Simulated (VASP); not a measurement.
# Si (Fd-3m) in VASP: further runs

Si is run at these levels: PBE; tasks: G0W0 quasiparticle levels.

Everything below comes from runs of VASP 6.6.1. Logs are shortened: lines on timing, memory, paths and dates and some standing lists are left out, and cuts for length are marked.

### Step 1. The cell of the first run

Symmetry: Fd-3m, No. 227, cubic system. The conventional cell has a = 5.431 Å, b = 5.431 Å, c = 5.431 Å, α = 90.00°, β = 90.00°, γ = 90.00°. Within 3.1 Å of Si (site symmetry -43m) lie 4 Si at 2.35 Å.

### Step 2. G0W0 quasiparticle levels, PBE

Contents of POSCAR:

```
Si
1.0
    0.0000000000      2.7155000000      2.7155000000
    2.7155000000      0.0000000000      2.7155000000
    2.7155000000      2.7155000000      0.0000000000
Si
2
Direct
    0.0000000000      0.0000000000      0.0000000000
    0.2500000000      0.2500000000      0.2500000000
```

Contents of INCAR.step1:

```
SYSTEM = Si
PREC = Accurate
ENCUT = 500
EDIFF = 1E-8
ISMEAR = 0
SIGMA = 0.01
LREAL = .False.
LASPH = .True.
NELM = 80
ALGO = Normal
LWAVE = .True.
LCHARG = .False.
GGA = PE
```

Contents of INCAR.step2:

```
SYSTEM = Si
PREC = Accurate
ENCUT = 500
EDIFF = 1E-8
ISMEAR = 0
SIGMA = 0.01
LREAL = .False.
LASPH = .True.
NELM = 1
ALGO = Exact
LWAVE = .True.
LCHARG = .False.
GGA = PE
NBANDS = 403
LOPTICS = .True.
ISTART = 1
```

Contents of INCAR.step3:

```
SYSTEM = Si
PREC = Accurate
ENCUT = 500
EDIFF = 1E-8
ISMEAR = 0
SIGMA = 0.01
LREAL = .False.
LASPH = .True.
ALGO = EVGW0
LWAVE = .False.
LCHARG = .False.
GGA = PE
NELMGW = 1
NBANDS = 403
ENCUTGW = 180.0
NOMEGA = 48
PRECFOCK = Fast
ISTART = 1
NBANDSGW = 12
```

Contents of KPOINTS:

```
regular mesh
0
Gamma
  2 2 2
  0 0 0
```

Potentials or basis: VASP PAW PBE potentials, release 64 (Si_GW).

The run is started by

```bash
> cat potpaw_PBE.64/Si_GW/POTCAR > POTCAR
> cp INCAR.step1 INCAR
> mpirun -np 1 vasp_std > vasp.out
> cp INCAR.step2 INCAR
> mpirun -np 1 vasp_std > vasp.out
> cp INCAR.step3 INCAR
> mpirun -np 1 vasp_std > vasp.out
```

OUTCAR:

```text
SYSTEM = Si
   PREC = Accurate
   ENCUT = 500
   EDIFF = 1E-8
   ISMEAR = 0
   LREAL = .False.
   LASPH = .True.
   GGA = PE
   NELMGW = 1
   ENCUTGW = 180.0
   PRECFOCK = Fast
   ISTART = 1

 ion  position               nearest neighbor table
   1  0.000  0.000  0.000-   2 2.35   2 2.35   2 2.35   2 2.35
   2  0.250  0.250  0.250-   1 2.35   1 2.35   1 2.35   1 2.35

  LATTYP: Found a face centered cubic cell.
 ALAT       =     5.4310000000

  Lattice vectors:

 A1 = (   0.0000000000,   2.7155000000,   2.7155000000)
 A2 = (   2.7155000000,   0.0000000000,   2.7155000000)
 A3 = (   2.7155000000,   2.7155000000,   0.0000000000)

Analysis of symmetry for initial positions (statically):
=====================================================================
 Subroutine PRICEL returns:
 Original cell was already a primitive cell.

 Routine SETGRP: Setting up the symmetry group for a
 face centered cubic supercell.

 Subroutine GETGRP returns: Found 48 space group operations
 (whereof 24 operations were pure point group operations)
 out of a pool of 48 trial point group operations.

The static configuration has the point symmetry T_d .
 The point group associated with its full space group is O_h .

Analysis of symmetry for dynamics (positions and initial velocities):
=====================================================================
 Subroutine PRICEL returns:
 Original cell was already a primitive cell.

 Routine SETGRP: Setting up the symmetry group for a
 face centered cubic supercell.

 Subroutine GETGRP returns: Found 48 space group operations
 (whereof 24 operations were pure point group operations)
 out of a pool of 48 trial point group operations.

The dynamic configuration has the point symmetry T_d .
 The point group associated with its full space group is O_h .

 Subroutine INISYM returns: Found 48 space group operations
[... 69 lines left out ...]
   ISPIN  =      1    spin polarized calculation?
   LNONCOLLINEAR =      F non collinear calculations
   LSORBIT =      F    spin-orbit coupling
   LASPH  =      T    aspherical Exc in radial PAW
   ENCUT  =  500.0 eV  36.75 Ry    6.06 a.u.   7.00  7.00  7.00*2*pi/ulx,y,z
   NELM   =     60;   NELMIN=  2; NELMDL=  0     # of ELM steps
   EDIFF  = 0.1E-07   stopping-criterion for ELM
   LREAL  =      F    real-space projection
   EDIFFG = 0.1E-06   stopping-criterion for IOM
   NSW    =      0    number of steps for IOM
   IBRION =     -1    ionic relax: 0-MD 1-quasi-New 2-CG
   NFREE  =      0    steps in history (QN), initial steepest desc. (CG)
   ISIF   =      0    stress and relaxation
   ISYM   =      3    0-nonsym 1-usesym 2-fastsym
   POTIM  = 0.5000    time-step for ionic-motion
   TEBEG  =    0.0;   TEEND  =   0.0 temperature during run
   PSTRESS=    0.0 pullay stress
   NELECT =       8.0000    total number of electrons
   NUPDOWN=      -1.0000    fix difference up-down
   EMIN   =  10.00;   EMAX   =-10.00  energy-range for DOS
   EFERMI =   0.00;   METHOD = LEGACY
   ISMEAR =     0;   SIGMA  =   0.01  broadening in eV -4-tet -1-fermi 0-gaus
   EFERMI_NEDOS =   21; number of points for ismear=-14 and -15
   IALGO  =     38    algorithm
   IMIX   =      4    mixing-type and parameters
     AMIX     =   0.40;   BMIX     =  1.00
     AMIX_MAG =   1.60;   BMIX_MAG =  1.00
  volume/ion in A,a.u.               =      20.02       135.13
  Fermi-wavevector in a.u.,A,eV,Ry     =   0.956999  1.808467 12.460868  0.915848
  Thomas-Fermi vector in A             =   2.085978
   LORBIT       =      0    0 simple, 1 ext, 2 COOP (PROOUT), +10 PAW based schemes
   GGA     = PE    functional components
   LHFCALC =     T    Hartree Fock is set to
   PRECFOCK=fast      Normal, Fast or Accurate (Low or Medium for compatibility)
   ENCUT4O =  -1.0   cutoff for four orbital integrals eV
   NKREDX  =     1    reduce k-point grid by
   NKREDY  =     1    reduce k-point grid by
   NKREDZ  =     1    reduce k-point grid by
   AEXX    =    1.0000 exact exchange contribution
   HFSCREEN=    0.0000 screening length (either q_TF or 0.3 A-1)
   HFSCREENC=   0.0000 screening length for correlation (either q_TF or 0.3 A-1)
   ENCUTFOCK=  -1.0 apply spherical cutoff to Coloumb kernel
   IVDW    =     0    specifies the selected vdW correction
   LEPSILON=     F    determine dielectric tensor
   LRPA    =     F    only Hartree local field effects (RPA)
   LRPAFORCE           =     F    calculate RPA forces
   ENCUTGW             = 180.0    cutoff for response function in eV
   ENCUTGWSOFT         = 144.0    soft cutoff for Coulomb kernel in GW response function in eV
   ENCUTLF             =  -1.0    cutoff for local field effects
   NELMGW              =     1    number of iterations in solving QP/BSE equation
   NELMHF              =     1    number of iterations in the inner HF iteration
   NKREDLFX            =     1    NKREDLFY  =   1   NKREDLFZ  =   1
 non-spin polarized calculation
 Gauss-broadening in eV      SIGMA  =   0.01
  energy-cutoff  :      500.00
  volume of cell :       40.05
 maximum number of plane-waves:      1034
 NGX is ok and might be reduce to    28
  NGX = 16; NGY = 16; NGZ = 16
   NGX = 13   NGY = 13   NGZ = 13
 maximum number of plane-waves:       229

 QP shifts <psi_nk| G(iteration)W_0 |psi_nk>: iteration 1
 for sc-GW calculations column KS-energies equals QP-energies in previous step
 and V_xc(KS)=  KS-energies - (<T + V_ion + V_H > + <T+V_H+V_ion>^1  + <V_x>^1)

 k-point   1 :       0.0000    0.0000    0.0000
  band No.  KS-energies  QP-energies   sigma(KS)   V_xc(KS)     V^pw_x(r,r')   Z            occupation Imag(sigma)

      1      -6.2523      -6.8438     -11.2767     -10.4223     -17.3022       0.6923       2.0000       1.1154
      2       5.7662       4.9835     -12.4782     -11.5012     -14.4069       0.8012       2.0000       0.0402
      3       5.7662       4.9835     -12.4782     -11.5012     -14.4069       0.8012       2.0000       0.0402
      4       5.7662       4.9835     -12.4782     -11.5012     -14.4069       0.8012       2.0000       0.0402
      5       8.2067       8.1530     -10.1021     -10.0346      -4.8654       0.7953       0.0000      -0.1269
      6       8.2067       8.1530     -10.1021     -10.0346      -4.8654       0.7953       0.0000      -0.1269
      7       8.2067       8.1530     -10.1021     -10.0346      -4.8654       0.7953       0.0000      -0.1269
      8       9.1468       9.2418     -10.8719     -10.9915      -4.9592       0.7944       0.0000      -0.2275
      9      13.3439      13.4902      -9.8086      -9.9966      -4.0787       0.7781       0.0000      -0.1439
     10      13.3439      13.4902      -9.8086      -9.9966      -4.0787       0.7781       0.0000      -0.1439
     11      13.7197      13.1090      -8.1340      -7.3707      -2.3010       0.8002       0.0000      -0.3075
     12      16.8538      16.3677      -8.6901      -8.0838      -2.0004       0.8018       0.0000      -0.6552
[... 20 lines left out ...]
      1      -2.0869      -2.9264     -11.9495     -10.8767     -15.9723       0.7826       2.0000       0.5106
      2      -2.0869      -2.9264     -11.9495     -10.8767     -15.9723       0.7826       2.0000       0.5106
      3       2.8486       2.0879     -11.6182     -10.6595     -14.0058       0.7935       2.0000       0.1032
      4       2.8486       2.0879     -11.6182     -10.6595     -14.0058       0.7935       2.0000       0.1032
      5       6.3629       6.1232      -9.0921      -8.7948      -4.1873       0.8064       0.0000      -0.0961
      6       6.3629       6.1232      -9.0921      -8.7948      -4.1873       0.8064       0.0000      -0.0961
      7      15.8158      15.9443     -10.5394     -10.7100      -3.6953       0.7538       0.0000      -0.4622
      8      15.8158      15.9443     -10.5394     -10.7100      -3.6953       0.7538       0.0000      -0.4622
      9      16.7051      16.6811     -10.5731     -10.5429      -4.2516       0.7985       0.0000      -0.4067
     10      16.7051      16.6811     -10.5731     -10.5429      -4.2516       0.7985       0.0000      -0.4067
     11      18.1509      18.1793     -10.0781     -10.1130      -3.3531       0.8135       0.0000      -0.6117
     12      18.1509      18.1793     -10.0781     -10.1130      -3.3531       0.8135       0.0000      -0.6117
```

OUTCAR.step1:

```text
SYSTEM = Si
   PREC = Accurate
   ENCUT = 500
   EDIFF = 1E-8
   ISMEAR = 0
   LREAL = .False.
   LASPH = .True.
[... 232 lines left out ...]
      0.00000      0.00000      0.00000         0.000000      0.000000      0.000000
      1.35775      1.35775      1.35775        -0.000000     -0.000000     -0.000000
 -----------------------------------------------------------------------------------
    total drift:                                0.000000      0.000000     -0.000000

  FREE ENERGIE OF THE ION-ELECTRON SYSTEM (eV)
  ---------------------------------------------------
  free  energy   TOTEN  =        -8.2834513622 eV

  energy  without entropy=       -8.2834513622  energy(sigma->0) =       -8.28345136
```

OUTCAR.step2:

```text
SYSTEM = Si
   PREC = Accurate
   ENCUT = 500
   EDIFF = 1E-8
[... 592 lines left out ...]
  --------------------------------------------------------------------------------------------------------------
     0.00000    60.22670    60.22670    60.22670     0.00000    -0.00000    -0.00000
     3.21409    16.19337    16.19337    16.19337     0.00000     0.00000     0.00000
     6.42819   -17.01289   -17.01289   -17.01289     0.00000     0.00000     0.00000
     9.64228    -6.18854    -6.18854    -6.18854     0.00000     0.00000     0.00000
    12.85638    -3.42018    -3.42018    -3.42018    -0.00000     0.00000     0.00000
    16.07047    -1.51233    -1.51233    -1.51233     0.00000     0.00000     0.00000
[... 92 lines left out ...]
   314.98125     0.99365     0.99365     0.99365    -0.00000     0.00000     0.00000
   318.19535     0.99378     0.99378     0.99378    -0.00000     0.00000     0.00000
```

It took 30 s on 1 thread of Intel Xeon 6975P-C, shared host; peak memory 0.27 GiB.

Results:

| Item | Value |
| --- | --- |
| Band gap on the k mesh, mean-field level | 0.60 eV, indirect (least direct gap 2.44 eV) |
| Quasiparticle gap | 1.14 eV |
| Least direct quasiparticle gap | 3.17 eV |

Caveat: the k points lie up to 1.00 Å⁻¹ apart; bands, screening cutoff and mesh are small and nothing is extrapolated, so the quasiparticle values aren't converged.

[end of part 1 of 2]
